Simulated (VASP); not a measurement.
NdHf:

```xyz
4
Lattice="3.9215 0.0000 0.0000 0.0000 3.9215 0.0000 0.0000 0.0000 7.6800" Properties=species:S:1:pos:R:3 pbc="T T T"
Nd    0.0000    0.0000    6.1244
Nd    0.0000    0.0000    1.5556
Hf    0.0000    0.0000    3.8400
Hf    1.9607    1.9607    0.0000
```

The cell was generated, and may not be a known phase.

| Property | Result |
| --- | --- |
| Program | VASP 6.6.1 |
| Task | relaxation of cell and atoms |
| Functional | PBE |
| Potentials or basis | VASP PAW PBE potentials, release 64 (Nd_3, Hf_pv), 4f in core |
| Cutoff | 500 eV |
| k mesh | 5 × 5 × 3 |
| Occupations | gaussian, width 0.2 eV |
| Spin | no spin polarisation |

At the start: pressure 13.5 GPa; volume 29.53 Å³/atom.

**Question.** Where does the relaxation end?

**Answer.** Over 18 steps the energy falls by 1490.5 meV/atom and the volume is 29.26 Å³/atom (-0.9 %); space group P4/mmm (No. 123, to 0.1 Å) before and after.

Step by step:
| step | energy change (eV) | largest force (eV/Å) | pressure (GPa) | volume (Å³) |
| --- | --- | --- | --- | --- |
| 1 | 0.0000 | 4.7164 | 13.53 | 118.10 |
| 2 | -3.9163 | 0.9913 | -4.53 | 158.14 |
| 3 | -3.8626 | 0.6866 | -2.11 | 144.10 |
| 4 | -3.9497 | 0.9995 | -3.81 | 153.24 |
| 5 | -3.9529 | 0.9843 | -3.62 | 151.96 |
| 6 | -4.6009 | 1.6706 | -0.82 | 136.37 |
| 7 | -4.9920 | 2.2393 | 4.66 | 117.94 |
| 8 | -5.2898 | 1.6956 | 4.17 | 116.82 |
| 9 | -5.3835 | 1.4064 | 4.36 | 115.52 |
| 10 | -5.5755 | 1.0938 | 1.25 | 121.41 |
| 11 | -5.6357 | 0.7753 | -1.57 | 127.84 |
| 12 | -5.6948 | 0.7410 | -1.44 | 126.58 |
| 13 | -5.8323 | 0.5860 | -0.83 | 122.82 |
| 14 | -5.8027 | 0.0989 | 1.37 | 115.30 |
| 15 | -5.8771 | 0.4333 | -0.11 | 119.90 |
| 16 | -5.8806 | 0.3398 | 0.19 | 118.75 |
| 17 | -5.9467 | 0.1112 | -0.03 | 117.77 |
| 18 | -5.9619 | 0.0607 | -0.16 | 117.04 |

Final structure:
```cif
data_structure
_symmetry_space_group_name_H-M 'P 1'
_symmetry_Int_Tables_number 1
_cell_length_a 3.2163
_cell_length_b 3.2163
_cell_length_c 11.3141
_cell_angle_alpha 90.000
_cell_angle_beta 90.000
_cell_angle_gamma 90.000
_cell_volume 117.04
loop_
_atom_site_label
_atom_site_type_symbol
_atom_site_fract_x
_atom_site_fract_y
_atom_site_fract_z
_atom_site_occupancy
Nd1 Nd 0.00000 0.00000 0.77527 1
Nd2 Nd 0.00000 0.00000 0.22473 1
Hf1 Hf 0.00000 0.00000 0.50000 1
Hf2 Hf 0.50000 0.50000 0.00000 1
```

Caveat: a cell axis changed by over 15 % at a fixed basis, so the end point is rough; the relaxation stopped at a loose force limit of 0.08 eV/Å, so its end isn't a converged minimum.
